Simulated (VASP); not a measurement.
A run of VASP 6.6.1 is set up as follows.

The input INCAR:

```
SYSTEM = C
ALGO     = Normal         ! electronic algorithm
EDIFF    = 1E-7           ! SCF threshold, eV
ENCUT    = 520            ! plane-wave cutoff, eV
GGA      = PS             ! functional
ISIF     = 2              ! what is computed and relaxed
ISMEAR   = -1             ! smearing method
LASPH    = .True.         ! aspherical terms in the spheres
LCHARG   = .False.        ! write CHGCAR
LREAL    = .False.        ! projectors in reciprocal space
LWAVE    = .False.        ! write WAVECAR
NBANDS   = 8              ! bands
NELM     = 100            ! most SCF steps
PREC     = Accurate       ! precision mode
SIGMA    = 0.1            ! smearing width, eV
```

KPOINTS

```
k-points
0
Gamma
  20 20 20
  0 0 0
```

POSCAR

```
C
1.0
    0.0000000000      1.4764343023      1.4764343023
    1.4764343023      0.0000000000      1.4764343023
    1.4764343023      1.4764343023      0.0000000000
C
1
Direct
    0.0000000000      0.0000000000      0.0000000000
```

Potentials or basis: VASP PAW PBE potentials, release 64 (C).

Launch:

```sh
$ cat potpaw_PBE.64/C/POTCAR > POTCAR
$ mpirun -np 1 vasp_std > vasp.out
```

Problem. Estimate the band gap on the k mesh.

Solution. Zero (band 2 reaches 18.46 eV, above the bottom of band 3 at 5.66 eV).

Problem. Estimate the pressure.

Solution. 16.8 GPa.

Caveat: the PAW data sets were made with another functional, which shifts forces and pressure a little.
